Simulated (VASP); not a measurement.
# WC (P-6m2) in VASP: single point with r2SCAN

Aim: the single point of WC with r2SCAN.

All numbers are computed with VASP 6.6.1; they aren't measurements. Logs are shortened: lines on timing, memory, paths and dates and some standing lists are left out, and cuts for length are marked.

## 1. The cell of the first run

It takes space group P-6m2 (No. 187, hexagonal). The conventional cell has a = 2.912 Å, b = 2.912 Å, c = 2.964 Å, α = 90.00°, β = 90.00°, γ = 120.00°. Within 3.0 Å of W (site symmetry -6m2) lie 6 C at 2.24 Å and 8 W at 2.91 to 2.96 Å. Within 3.0 Å of C (site symmetry -6m2) lie 6 W at 2.24 Å and 8 C at 2.91 to 2.96 Å.

## 2. Single point, r2SCAN (strain along c alone, the other axes held: +4.5 %)

File POSCAR:

```
WC
1.0
    2.9120958982      0.0000000000      0.0000000000
   -1.4560479491      2.5219490261      0.0000000000
    0.0000000000      0.0000000000      2.9638195649
W C
1 1
Direct
    0.0000000000      0.0000000000      0.0000000000
    0.6666666667      0.3333333333      0.5000000000
```

File INCAR.step1:

```
  ALGO = Normal
  EDIFF = 1E-4
  ENCUT = 520
  GGA = PE
  ISMEAR = 0
  LASPH = T
  LCHARG = F
  LREAL = F
  LWAVE = T
  NBANDS = 16
  NELM = 80
  PREC = Accurate
  SIGMA = 0.1
```

File INCAR.step2:

```
  ALGO = Normal
  EDIFF = 1E-6
  ENCUT = 520
  ISIF = 2
  ISMEAR = 0
  ISTART = 1
  LASPH = T
  LCHARG = T
  LELF = T
  LMIXTAU = T
  LREAL = F
  LVHAR = T
  LWAVE = F
  METAGGA = R2SCAN
  NBANDS = 16
  NELM = 80
  PREC = Accurate
  SIGMA = 0.1
```

File KPOINTS:

```
k-points
0
Gamma
  24 24 18
```

Potentials or basis: VASP PAW PBE potentials, release 64 (W_sv, C).

Run with:

```sh
$ cat potpaw_PBE.64/W_sv/POTCAR potpaw_PBE.64/C/POTCAR > POTCAR
$ cp INCAR.step1 INCAR
$ mpirun -np 1 vasp_std > vasp.out
$ cp INCAR.step2 INCAR
$ mpirun -np 1 vasp_std > vasp.out
```

OUTCAR:

```text
EDIFF = 1E-6
   ENCUT = 520
   ISIF = 2
   ISMEAR = 0
   ISTART = 1
   LASPH = T
   LREAL = F
   METAGGA = R2SCAN
   NELM = 80
   PREC = Accurate

 ion  position               nearest neighbor table
   1  0.000  0.000  0.000-   2 2.24   2 2.24   2 2.24   2 2.24   2 2.24   2 2.24
   2  0.667  0.333  0.500-   1 2.24   1 2.24   1 2.24   1 2.24   1 2.24   1 2.24

  LATTYP: Found a hexagonal cell.
 ALAT       =     2.9120958982
 C/A-ratio  =     1.0177616633

  Lattice vectors:

 A1 = (   2.9120958982,   0.0000000000,   0.0000000000)
 A2 = (  -1.4560479491,   2.5219490261,   0.0000000000)
 A3 = (   0.0000000000,   0.0000000000,   2.9638195649)

Analysis of symmetry for initial positions (statically):
=====================================================================
 Subroutine PRICEL returns:
 Original cell was already a primitive cell.

 Routine SETGRP: Setting up the symmetry group for a
 hexagonal supercell.

 Subroutine GETGRP returns: Found 12 space group operations
 (whereof 12 operations were pure point group operations)
 out of a pool of 24 trial point group operations.

The static configuration has the point symmetry D_3h.

Analysis of symmetry for dynamics (positions and initial velocities):
=====================================================================
 Subroutine PRICEL returns:
 Original cell was already a primitive cell.

 Routine SETGRP: Setting up the symmetry group for a
 hexagonal supercell.

 Subroutine GETGRP returns: Found 12 space group operations
 (whereof 12 operations were pure point group operations)
 out of a pool of 24 trial point group operations.

The dynamic configuration has the point symmetry D_3h.

 Subroutine INISYM returns: Found 12 space group operations
 (whereof 12 operations are pure point group operations),
 and found     1 'primitive' translations

----------------------------------------------------------------------------------------

                                     Primitive cell

  volume of cell :      21.7668

  direct lattice vectors                    reciprocal lattice vectors
     2.912095898  0.000000000  0.000000000     0.343395285  0.198259360  0.000000000
    -1.456047949  2.521949026  0.000000000     0.000000000  0.396518720  0.000000000
     0.000000000  0.000000000  2.963819565     0.000000000  0.000000000  0.337402456

  length of vectors
     2.912095898  2.912095898  2.963819565     0.396518720  0.396518720  0.337402456
[... 75 lines left out ...]
   ISPIN  =      1    spin polarized calculation?
   LNONCOLLINEAR =      F non collinear calculations
   LSORBIT =      F    spin-orbit coupling
   LASPH  =      T    aspherical Exc in radial PAW
   ENCUT  =  520.0 eV  38.22 Ry    6.18 a.u.   5.41  5.41  5.51*2*pi/ulx,y,z
   NELM   =     80;   NELMIN=  2; NELMDL=  0     # of ELM steps
   EDIFF  = 0.1E-05   stopping-criterion for ELM
   LREAL  =      F    real-space projection
   EDIFFG = 0.1E-04   stopping-criterion for IOM
   NSW    =      0    number of steps for IOM
   IBRION =     -1    ionic relax: 0-MD 1-quasi-New 2-CG
   NFREE  =      0    steps in history (QN), initial steepest desc. (CG)
   ISIF   =      2    stress and relaxation
   ISYM   =      2    0-nonsym 1-usesym 2-fastsym
   POTIM  = 0.5000    time-step for ionic-motion
   TEBEG  =    0.0;   TEEND  =   0.0 temperature during run
   PSTRESS=    0.0 pullay stress
   NELECT =      18.0000    total number of electrons
   NUPDOWN=      -1.0000    fix difference up-down
   EMIN   =  10.00;   EMAX   =-10.00  energy-range for DOS
   EFERMI =   0.00;   METHOD = LEGACY
   ISMEAR =     0;   SIGMA  =   0.10  broadening in eV -4-tet -1-fermi 0-gaus
   EFERMI_NEDOS =   21; number of points for ismear=-14 and -15
   IALGO  =     38    algorithm
   IMIX   =      4    mixing-type and parameters
     AMIX     =   0.40;   BMIX     =  1.00
     AMIX_MAG =   1.60;   BMIX_MAG =  1.00
  volume/ion in A,a.u.               =      10.88        73.44
  Fermi-wavevector in a.u.,A,eV,Ry     =   1.536625  2.903799 32.126278  2.361215
  Thomas-Fermi vector in A             =   2.643247
   LORBIT       =      0    0 simple, 1 ext, 2 COOP (PROOUT), +10 PAW based schemes
   METAGGA = R2SCAN    functional components
   LHFCALC =     F    Hartree Fock is set to
   AEXX    =    0.0000 exact exchange contribution
   IVDW    =     0    specifies the selected vdW correction
   LEPSILON=     F    determine dielectric tensor
   LRPA    =     F    only Hartree local field effects (RPA)
 non-spin polarized calculation
 Gauss-broadening in eV      SIGMA  =   0.10
  energy-cutoff  :      520.00
  volume of cell :       21.77
 maximum number of plane-waves:       612
 NGX is ok and might be reduce to    24
   NGX = 11   NGY = 11   NGZ = 11

 number of electron      18.0000002 magnetization

 Free energy of the ion-electron system (eV)
  ---------------------------------------------------
  ext. energy  EPLUGINS =         0.00000000
  ---------------------------------------------------
  free energy    TOTEN  =       -61.50463363 eV

  energy without entropy =      -61.50355761  energy(sigma->0) =      -61.50409562

 E-fermi :  10.2552     XC(G=0): -14.6794

 val. band max:       10.2543733165   @ k =   0.5000   0.0000   0.4444
 cond. band min:      10.2558817102   @ k =   0.1250   0.0000   0.5000
 fundamental gap:      0.0015083937
 Fermi energy:        10.2551813988

 k-point     1 :       0.0000    0.0000    0.0000
  band No.  band energies     occupation
      1     -65.7747      2.00000
      2     -29.1596      2.00000
      3     -28.9343      2.00000
      4     -28.9343      2.00000
      5      -4.5539      2.00000
      6       5.9875      2.00000
[... 433 lines left out ...]
      3     -29.1343      2.00000
      4     -29.0436      2.00000
      5      -1.1550      2.00000
      6       3.3095      2.00000
[... 8 lines left out ...]
     15      23.5305      0.00000
     16      29.1818      0.00000

 [... further k-points ...]
[... 5 lines left out ...]
  --------------------------------------------------------------------------------------
  -------------------------------------------------------------------------------------
  Total       -0.6811897     -0.6811897     -5.0902524      0.0000000      0.0000000      0.0000000
  in kB      -50.1400673    -50.1400673   -374.6762471      0.0000000      0.0000000      0.0000000
  external PRESSURE =    -158.3187939 kB  Pullay stress =       0.0000000 kB

 VOLUME and BASIS-vectors are now :
 -----------------------------------------------------------------------------
  energy-cutoff  :      520.00
  volume of cell :       21.77
      direct lattice vectors                 reciprocal lattice vectors
     2.912095898  0.000000000  0.000000000     0.343395285  0.198259360  0.000000000
    -1.456047949  2.521949026  0.000000000     0.000000000  0.396518720  0.000000000
     0.000000000  0.000000000  2.963819565     0.000000000  0.000000000  0.337402456

 POSITION                                       TOTAL-FORCE (eV/Angst)
 -----------------------------------------------------------------------------------
      0.00000      0.00000      0.00000        -0.000000      0.000000      0.000000
      1.45605      0.84065      1.48191         0.000000     -0.000000      0.000000
 -----------------------------------------------------------------------------------
    total drift:                               -0.000000      0.000000      0.000000

  FREE ENERGIE OF THE ION-ELECTRON SYSTEM (eV)
  ---------------------------------------------------
  free  energy   TOTEN  =       -61.5046336296 eV

  energy  without entropy=      -61.5035576131  energy(sigma->0) =      -61.50409562
```

Run time: 6.4 min. Hardware: 1 thread of Intel Xeon Platinum 8259CL at 2.50GHz (Skylake/Cascade Lake), shared host; peak memory 0.32 GiB.

What came out:

```
Free energy            : -61.5046 eV
Pressure               : -15.8 GPa
Band gap on the k mesh : zero (bands 9 and 10 overlap by 1.14 eV)
```

Caveat: the cell differs from its parent crystal (strain along c alone, the other axes held: +4.5 %); the stress differs along the axes, from -37 to -5 GPa; the PAW data sets were made with another functional, which shifts forces and pressure a little; spin-orbit coupling is left out, which moves the levels of the heavy elements.
